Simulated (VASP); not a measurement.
# Ga (Cmcm) in VASP: settings compared

The runs below take Ga through single point, with PBE, PBEsol-based global hybrid with 25 % exact exchange.

All numbers are computed with VASP 6.6.1; they aren't measurements. Logs are shortened: lines on timing, memory, paths and dates and some standing lists are left out, and cuts for length are marked.

## (1) The cell of the first run

The structure is orthorhombic, space group Cmcm (No. 63). Conventional cell: a = 2.841 Å, b = 7.964 Å, c = 3.105 Å, α = 90.00°, β = 90.00°, γ = 90.00°. Within 3.5 Å of Ga (site symmetry m2m) lie 10 Ga at 2.63 to 3.11 Å.

## (2) Single point, PBE

INCAR reads:

```
SYSTEM = Ga
ALGO = Normal
EDIFF = 1E-6
ENCUT = 520
GGA = PE
ISIF = 2
ISMEAR = -1
LASPH = .True.
LCHARG = .False.
LREAL = .False.
LWAVE = .False.
NBANDS = 20
NELM = 60
PREC = Accurate
SIGMA = 0.05
```

KPOINTS reads:

```
k-points
0
Gamma
  10 10 8
  0 0 0
```

POSCAR reads:

```
Ga
1.0
    1.4203998576     -3.9820175319      0.0000000000
    1.4203998576      3.9820175319      0.0000000000
    0.0000000000      0.0000000000      3.1052879646
Ga
2
Direct
    0.1330000000      0.8670000000      0.7500000000
    0.8670000000      0.1330000000      0.2500000000
```

Potentials or basis: VASP PAW PBE potentials, release 64 (Ga_d).

Run with:

```
> cat potpaw_PBE.64/Ga_d/POTCAR > POTCAR
> mpirun -np 1 vasp_std > vasp.out
```

OUTCAR:

```text
SYSTEM = Ga
   EDIFF = 1E-6
   ENCUT = 520
   GGA = PE
   ISIF = 2
   ISMEAR = -1
   LASPH = .True.
   LREAL = .False.
   NELM = 60
   PREC = Accurate

 ion  position               nearest neighbor table
   1  0.133  0.867  0.750-   2 2.63   2 2.63   2 2.81   2 2.81   2 2.81   2 2.81
   2  0.867  0.133  0.250-   1 2.63   1 2.63   1 2.81   1 2.81   1 2.81   1 2.81

  LATTYP: Found a base centered orthorhombic cell.
 ALAT       =     2.8407997152
 B/A-ratio  =     2.8034482759
 C/A-ratio  =     1.0931034483

  Lattice vectors:

 A1 = (   1.4203998576,  -3.9820175319,   0.0000000000)
 A2 = (   1.4203998576,   3.9820175319,   0.0000000000)
 A3 = (   0.0000000000,   0.0000000000,   3.1052879646)

Analysis of symmetry for initial positions (statically):
=====================================================================
 Subroutine PRICEL returns:
 Original cell was already a primitive cell.

 Routine SETGRP: Setting up the symmetry group for a
 base centered orthorhombic supercell.

 Subroutine GETGRP returns: Found  8 space group operations
 (whereof  4 operations were pure point group operations)
 out of a pool of  8 trial point group operations.

The static configuration has the point symmetry C_2h.
 The point group associated with its full space group is D_2h.

Analysis of symmetry for dynamics (positions and initial velocities):
=====================================================================
 Subroutine PRICEL returns:
 Original cell was already a primitive cell.

 Routine SETGRP: Setting up the symmetry group for a
 base centered orthorhombic supercell.

 Subroutine GETGRP returns: Found  8 space group operations
 (whereof  4 operations were pure point group operations)
 out of a pool of  8 trial point group operations.

The dynamic configuration has the point symmetry C_2h.
 The point group associated with its full space group is D_2h.

 Subroutine INISYM returns: Found  8 space group operations
 (whereof  4 operations are pure point group operations),
 and found     1 'primitive' translations

----------------------------------------------------------------------------------------

                                     Primitive cell

  volume of cell :      35.1274

  direct lattice vectors                    reciprocal lattice vectors
     1.420399858 -3.982017532  0.000000000     0.352013553 -0.125564490  0.000000000
     1.420399858  3.982017532  0.000000000     0.352013553  0.125564490  0.000000000
     0.000000000  0.000000000  3.105287965     0.000000000  0.000000000  0.322031326

  length of vectors
     4.227765294  4.227765294  3.105287965     0.373737852  0.373737852  0.322031326

  position of ions in fractional coordinates (direct lattice)
     0.133000000  0.867000000  0.750000000
     0.867000000  0.133000000  0.250000000

  ion indices of the primitive-cell ions
   primitive index   ion index
                 1           1
                 2           2

----------------------------------------------------------------------------------------

 KPOINTS: k-points

Automatic generation of k-mesh.
 Grid dimensions read from file:
 generate k-points for:   10   10    8

 Generating k-lattice:

  Cartesian coordinates                     Fractional coordinates (reciprocal lattice)
     0.035201355 -0.012556449  0.000000000     0.100000000  0.000000000  0.000000000
     0.035201355  0.012556449  0.000000000     0.000000000  0.100000000  0.000000000
     0.000000000  0.000000000  0.040253916     0.000000000  0.000000000  0.125000000

  Length of vectors
     0.037373785  0.037373785  0.040253916

  Shift w.r.t. Gamma in fractional coordinates (k-lattice)
     0.000000000  0.000000000  0.000000000

 Subroutine IBZKPT returns following result:
 ===========================================

 Found    155 irreducible k-points:

 Following reciprocal coordinates:
            Coordinates               Weight
  0.000000  0.000000  0.000000      1.000000
  0.100000 -0.000000  0.000000      4.000000
  0.200000 -0.000000  0.000000      4.000000
  0.300000 -0.000000  0.000000      4.000000
  0.400000 -0.000000  0.000000      4.000000
  0.500000 -0.000000  0.000000      2.000000
[... 16 lines left out ...]
  0.300000  0.300000  0.000000      2.000000
  0.400000  0.300000  0.000000      4.000000
 [... further k-points ...]
   k-points           NKPTS =    155   k-points in BZ     NKDIM =    155   number of bands    NBANDS=     20
   number of dos      NEDOS =    301   number of ions     NIONS =      2
   total plane-waves  NPLWV =  24576
   dimension x,y,z NGX =    32 NGY =   32 NGZ =   24
   dimension x,y,z NGXF=    64 NGYF=   64 NGZF=   48
   ions per type =               2
   NGX,Y,Z   is equivalent  to a cutoff of  12.58, 12.58, 12.85 a.u.
   NGXF,Y,Z  is equivalent  to a cutoff of  25.17, 25.17, 25.70 a.u.
 SYSTEM =  Ga
   PREC   = accura    normal or accurate (medium, high low for compatibility)
   ISTART =      0    job   : 0-new  1-cont  2-samecut
   ICHARG =      2    charge: 1-file 2-atom 10-const
   ISPIN  =      1    spin polarized calculation?
   LNONCOLLINEAR =      F non collinear calculations
   LSORBIT =      F    spin-orbit coupling
   LASPH  =      T    aspherical Exc in radial PAW
   ENCUT  =  520.0 eV  38.22 Ry    6.18 a.u.   7.86  7.86  5.77*2*pi/ulx,y,z
   NELM   =     60;   NELMIN=  2; NELMDL= -5     # of ELM steps
   EDIFF  = 0.1E-05   stopping-criterion for ELM
   LREAL  =      F    real-space projection
   EDIFFG = 0.1E-04   stopping-criterion for IOM
   NSW    =      0    number of steps for IOM
   IBRION =     -1    ionic relax: 0-MD 1-quasi-New 2-CG
   NFREE  =      0    steps in history (QN), initial steepest desc. (CG)
   ISIF   =      2    stress and relaxation
   ISYM   =      2    0-nonsym 1-usesym 2-fastsym
   POTIM  = 0.5000    time-step for ionic-motion
   TEBEG  =    0.0;   TEEND  =   0.0 temperature during run
   PSTRESS=    0.0 pullay stress
   NELECT =      26.0000    total number of electrons
   NUPDOWN=      -1.0000    fix difference up-down
   EMIN   =  10.00;   EMAX   =-10.00  energy-range for DOS
   EFERMI =   0.00;   METHOD = LEGACY
   ISMEAR =    -1;   SIGMA  =   0.05  broadening in eV -4-tet -1-fermi 0-gaus
   EFERMI_NEDOS =   21; number of points for ismear=-14 and -15
   IALGO  =     38    algorithm
   IMIX   =      4    mixing-type and parameters
     AMIX     =   0.40;   BMIX     =  1.00
     AMIX_MAG =   1.60;   BMIX_MAG =  1.00
  volume/ion in A,a.u.               =      17.56       118.53
  Fermi-wavevector in a.u.,A,eV,Ry     =   1.480872  2.798441 29.837312  2.192981
  Thomas-Fermi vector in A             =   2.594852
   LORBIT       =      0    0 simple, 1 ext, 2 COOP (PROOUT), +10 PAW based schemes
   GGA     = PE    functional components
   LHFCALC =     F    Hartree Fock is set to
   AEXX    =    0.0000 exact exchange contribution
   IVDW    =     0    specifies the selected vdW correction
   LEPSILON=     F    determine dielectric tensor
   LRPA    =     F    only Hartree local field effects (RPA)
 non-spin polarized calculation
  energy-cutoff  :      520.00
  volume of cell :       35.13
 maximum number of plane-waves:       972
   NGX = 15   NGY = 15   NGZ = 11

 number of electron      25.9999992 magnetization

 Free energy of the ion-electron system (eV)
  ---------------------------------------------------
  ext. energy  EPLUGINS =         0.00000000
  ---------------------------------------------------
  free energy    TOTEN  =        -5.73749629 eV

  energy without entropy =       -5.73425908  energy(sigma->0) =       -5.73587768

 E-fermi :   6.2901     XC(G=0): -11.3314

 val. band max:        6.2586013422   @ k =   0.3000   0.1000   0.2500
 cond. band min:       6.3369493904   @ k =   0.0000   0.0000   0.3750
 fundamental gap:      0.0783480482
 Fermi energy:         6.2900898020

 k-point     1 :       0.0000    0.0000    0.0000
  band No.  band energies     occupation
      1      -9.0543      2.00000
      2      -9.0181      2.00000
      3      -8.9405      2.00000
      4      -8.9315      2.00000
      5      -8.7039      2.00000
      6      -8.6828      2.00000
[... 12 lines left out ...]
     19      18.1258      0.00000
     20      18.3553      0.00000

 k-point     2 :       0.1000   -0.0000    0.0000
  band No.  band energies     occupation
      1      -9.0426      2.00000
      2      -9.0108      2.00000
      3      -8.9360      2.00000
      4      -8.8873      2.00000
      5      -8.7174      2.00000
      6      -8.6972      2.00000
[... 12 lines left out ...]
     19      18.8128      0.00000
     20      20.2403      0.00000

 k-point     3 :       0.2000   -0.0000    0.0000
  band No.  band energies     occupation
      1      -9.0127      2.00000
      2      -8.9920      2.00000
      3      -8.9034      2.00000
      4      -8.8202      2.00000
      5      -8.7365      2.00000
      6      -8.7360      2.00000
[... 12 lines left out ...]
     19      19.1696      0.00000
     20      22.9242      0.00000

 k-point     4 :       0.3000   -0.0000    0.0000
  band No.  band energies     occupation
      1      -8.9779      2.00000
      2      -8.9700      2.00000
      3      -8.8762      2.00000
      4      -8.8425      2.00000
      5      -8.7880      2.00000
      6      -8.6853      2.00000
[... 12 lines left out ...]
     19      19.3015      0.00000
     20      20.9084      0.00000

 k-point     5 :       0.4000   -0.0000    0.0000
  band No.  band energies     occupation
      1      -8.9642      2.00000
      2      -8.9531      2.00000
      3      -8.8778      2.00000
      4      -8.8572      2.00000
      5      -8.8327      2.00000
      6      -8.6943      2.00000
[... 12 lines left out ...]
     19      17.7269      0.00000
     20      19.8889      0.00000

 k-point     6 :       0.5000   -0.0000    0.0000
  band No.  band energies     occupation
      1      -8.9693      2.00000
      2      -8.9462      2.00000
      3      -8.8668      2.00000
      4      -8.8666      2.00000
      5      -8.8512      2.00000
      6      -8.7038      2.00000
[... 12 lines left out ...]
     19      17.7503      0.00000
     20      18.1281      0.00000

 k-point     7 :       0.1000    0.1000    0.0000
  band No.  band energies     occupation
      1      -9.0207      2.00000
      2      -9.0023      2.00000
      3      -8.8823      2.00000
      4      -8.8337      2.00000
      5      -8.7237      2.00000
      6      -8.7187      2.00000
[... 12 lines left out ...]
     19      19.6414      0.00000
     20      22.0330      0.00000
[... 277 lines left out ...]
 k-point    20 :      -0.4000    0.2000    0.0000
  band No.  band energies     occupation
      1      -8.9813      2.00000
      2      -8.9340      2.00000
      3      -8.9205      2.00000
      4      -8.8283      2.00000
      5      -8.7694      2.00000
      6      -8.7416      2.00000
[... 12 lines left out ...]
     19      17.1530      0.00000
     20      20.4379      0.00000

 k-point    21 :      -0.3000    0.2000    0.0000
  band No.  band energies     occupation
      1      -9.0268      2.00000
      2      -8.9712      2.00000
      3      -8.9449      2.00000
      4      -8.8106      2.00000
      5      -8.7831      2.00000
      6      -8.7289      2.00000
[... 12 lines left out ...]
     19      17.2607      0.00000
     20      18.9803      0.00000

 k-point    22 :      -0.2000    0.2000    0.0000
  band No.  band energies     occupation
      1      -9.0408      2.00000
      2      -8.9931      2.00000
      3      -8.9712      2.00000
      4      -8.8491      2.00000
      5      -8.7617      2.00000
      6      -8.7069      2.00000
[... 12 lines left out ...]
     19      17.2404      0.00000
     20      17.3511      0.00000

 k-point    23 :       0.3000    0.3000    0.0000
  band No.  band energies     occupation
      1      -8.9713      2.00000
      2      -8.9434      2.00000
      3      -8.8947      2.00000
      4      -8.7786      2.00000
      5      -8.7690      2.00000
      6      -8.7326      2.00000
[... 12 lines left out ...]
     19      17.0790      0.00000
     20      18.8627      0.00000

 k-point    24 :       0.4000    0.3000    0.0000
  band No.  band energies     occupation
      1      -8.9636      2.00000
      2      -8.9096      2.00000
      3      -8.8782      2.00000
      4      -8.8321      2.00000
      5      -8.7656      2.00000
      6      -8.7594      2.00000
[... 12 lines left out ...]
     19      16.3972      0.00000
     20      18.1202      0.00000

 [... further k-points ...]

------------------------ aborting loop because EDIFF is reached ----------------------------------------

  FORCE on cell =-STRESS in cart. coord.  units (eV):
  Direction    XX          YY          ZZ          XY          YZ          ZX
  --------------------------------------------------------------------------------------
  -------------------------------------------------------------------------------------
  Total        0.6275836      1.4480475      1.5586268      0.0000000     -0.0000000      0.0000000
  in kB       28.6244074     66.0461845     71.0897630      0.0000000     -0.0000000      0.0000000
  external PRESSURE =      55.2534517 kB  Pullay stress =       0.0000000 kB

 VOLUME and BASIS-vectors are now :
 -----------------------------------------------------------------------------
  energy-cutoff  :      520.00
  volume of cell :       35.13
      direct lattice vectors                 reciprocal lattice vectors
     1.420399858 -3.982017532  0.000000000     0.352013553 -0.125564490  0.000000000
     1.420399858  3.982017532  0.000000000     0.352013553  0.125564490  0.000000000
     0.000000000  0.000000000  3.105287965     0.000000000  0.000000000  0.322031326

 POSITION                                       TOTAL-FORCE (eV/Angst)
 -----------------------------------------------------------------------------------
      1.42040      2.92280      2.32897         0.000000     -0.238379     -0.000000
      1.42040     -2.92280      0.77632         0.000000      0.238379      0.000000
 -----------------------------------------------------------------------------------
    total drift:                                0.000000      0.000000     -0.000000

  FREE ENERGIE OF THE ION-ELECTRON SYSTEM (eV)
  ---------------------------------------------------
  free  energy   TOTEN  =        -5.7374962923 eV

  energy  without entropy=       -5.7342590776  energy(sigma->0) =       -5.73587768
```

It took 1.9 min on 1 thread of Intel Xeon 8259CL, shared host; peak memory 0.22 GiB.

Results:

| Quantity | Value |
| --- | --- |
| Free energy | -5.7375 eV |
| Pressure | 5.5 GPa |
| Largest force | 0.238 eV/Å |
| Band gap on the k mesh | zero (bands 13 and 14 overlap by 9.88 eV) |

Forces in eV/Å, atoms in the order of the input:
```
Ga   0.000 -0.238  0.000
Ga   0.000  0.238  0.000
```

Levels at points of the mesh, in eV from the Fermi level:
```tsv
k point	band 10	band 11	band 12	band 13	band 14	band 15	band 16	band 17
(0.00, 0.00, 0.00)	-14.74	-11.77	-2.50	-1.46	2.95	6.74	8.16	9.13
(0.50, 0.00, 0.00)	-14.80	-6.91	-5.74	-1.96	-0.39	6.83	7.05	9.36
(0.50, 0.50, 0.00)	-14.82	-9.64	-8.98	5.31	6.00	6.09	7.50	7.61
(0.00, 0.00, 0.50)	-14.83	-7.74	-7.74	1.86	1.86	2.63	2.63	10.88
(0.50, 0.00, 0.50)	-14.80	-3.12	-3.12	-1.69	-1.69	1.88	1.88	4.34
(0.50, 0.50, 0.50)	-14.89	-5.73	-5.73	-4.57	-4.57	10.04	10.04	11.97
```

Caveat: the cell stands under pressure.

## (3) Single point, PBE

This run uses another cell than the first one, of 19.43 Å³/atom.

INCAR reads:

```
ALGO = Normal ; EDIFF = 1E-6
ENCUT = 520 ; GGA = PE
ISIF = 2 ; ISMEAR = -1
LASPH = T ; LCHARG = F
LREAL = F ; LWAVE = F
NBANDS = 20 ; NELM = 80
PREC = Accurate ; SIGMA = 0.05
```

KPOINTS reads:

```
k-points
0
Gamma
  10 10 8
```

POSCAR reads:

```
Ga
1.0
    1.4690811355     -4.1184929765      0.0000000000
    1.4690811355      4.1184929765      0.0000000000
    0.0000000000      0.0000000000      3.2117153101
Ga
2
Direct
    0.1330000000      0.8670000000      0.7500000000
    0.8670000000      0.1330000000      0.2500000000
```

Potentials or basis: VASP PAW PBE potentials, release 64 (Ga_d).

Run with:

```
> cat potpaw_PBE.64/Ga_d/POTCAR > POTCAR
> mpirun -np 1 vasp_std > vasp.out
```

It took 2.6 min on 1 thread of Intel Xeon 8259CL, shared host; peak memory 0.24 GiB.

The run converged. Its results:

```yaml
Free_energy: -5.7911 eV
Pressure: -0.6 GPa
Largest_force: 0.199 eV/Å
Band_gap_on_the_k_mesh: zero (bands 13 and 14 overlap by 9.06 eV)
```

Forces on the atoms (eV/Å):
```
Ga   0.000 -0.199  0.000
Ga   0.000  0.199  0.000
```

Stress tensor (GPa, compression positive):
```
-1.85  0.00  0.00
 0.00 -0.23  0.00
 0.00  0.00  0.35
```

Levels at points of the mesh, in eV from the Fermi level:
```tsv
k point	band 9	band 10	band 11	band 12	band 13	band 14	band 15	band 16	band 17	band 18
(0.00, 0.00, 0.00)	-14.72	-14.58	-10.85	-2.06	-1.59	2.93	6.56	7.70	8.60	10.27
(0.50, 0.00, 0.00)	-14.64	-14.63	-6.51	-5.16	-1.57	-0.38	6.36	6.61	8.69	9.14
(0.50, 0.50, 0.00)	-14.68	-14.64	-8.89	-8.27	5.09	5.73	5.79	6.88	7.01	9.27
(0.00, 0.00, 0.50)	-14.65	-14.65	-7.14	-7.14	1.92	1.92	2.49	2.49	10.09	10.09
(0.50, 0.00, 0.50)	-14.62	-14.62	-2.96	-2.96	-1.46	-1.46	1.93	1.93	4.25	4.25
(0.50, 0.50, 0.50)	-14.70	-14.70	-5.44	-5.44	-3.96	-3.96	9.39	9.39	11.16	11.16
```

## (4) Single point, PBE

This run uses another cell than the first one, of 19.81 Å³/atom.

INCAR reads:

```
SYSTEM = Ga
PREC = Accurate
ENCUT = 520
EDIFF = 1E-7
ISMEAR = -1
SIGMA = 0.05
LREAL = .False.
LASPH = .True.
NELM = 80
ALGO = Fast
ISIF = 2
LWAVE = .False.
LCHARG = .False.
GGA = PE
NBANDS = 20
```

KPOINTS reads:

```
Automatic mesh
0
Gamma
  10 10 8
  0 0 0
```

POSCAR reads:

```
Ga
1.0
    1.4784385925     -4.1447261231      0.0000000000
    1.4784385925      4.1447261231      0.0000000000
    0.0000000000      0.0000000000      3.2321726471
Ga
2
Direct
    0.1330000000      0.8670000000      0.7500000000
    0.8670000000      0.1330000000      0.2500000000
```

Run with:

```
> cat potpaw_PBE.64/Ga_d/POTCAR > POTCAR
> mpirun -np 1 vasp_std > vasp.out
```

Run time: 4.4 min. Hardware: 1 thread of Intel Xeon 8259CL, shared host; peak memory 0.24 GiB.

It converged, with:

```yaml
Free_energy: -5.7870 eV
Pressure: -1.3 GPa
Largest_force: 0.191 eV/Å
Band_gap_on_the_k_mesh: zero (bands 13 and 14 overlap by 8.91 eV)
```

Forces on the atoms (eV/Å):
```
Ga   0.000 -0.191  0.000
Ga   0.000  0.191  0.000
```

Stress tensor (GPa, compression positive):
```
-2.39  0.00  0.00
 0.00 -1.07  0.00
 0.00  0.00 -0.55
```

Levels at points of the mesh, in eV from the Fermi level:
| k point | band 10 | band 11 | band 12 | band 13 | band 14 | band 15 | band 16 | band 17 |
| --- | --- | --- | --- | --- | --- | --- | --- | --- |
| (0.00, 0.00, 0.00) | -14.56 | -10.70 | -1.99 | -1.62 | 2.92 | 6.52 | 7.60 | 8.50 |
| (0.50, 0.00, 0.00) | -14.60 | -6.44 | -5.06 | -1.51 | -0.38 | 6.27 | 6.52 | 8.56 |
| (0.50, 0.50, 0.00) | -14.62 | -8.76 | -8.15 | 5.05 | 5.68 | 5.73 | 6.75 | 6.90 |
| (0.00, 0.00, 0.50) | -14.63 | -7.05 | -7.05 | 1.93 | 1.93 | 2.46 | 2.46 | 9.94 |
| (0.50, 0.00, 0.50) | -14.60 | -2.95 | -2.95 | -1.42 | -1.42 | 1.93 | 1.93 | 4.23 |
| (0.50, 0.50, 0.50) | -14.67 | -5.40 | -5.40 | -3.86 | -3.86 | 9.26 | 9.26 | 11.00 |

[end of part 1 of 2]

The gap in the log of VASP goes by the Fermi energy; the results here count the filled bands.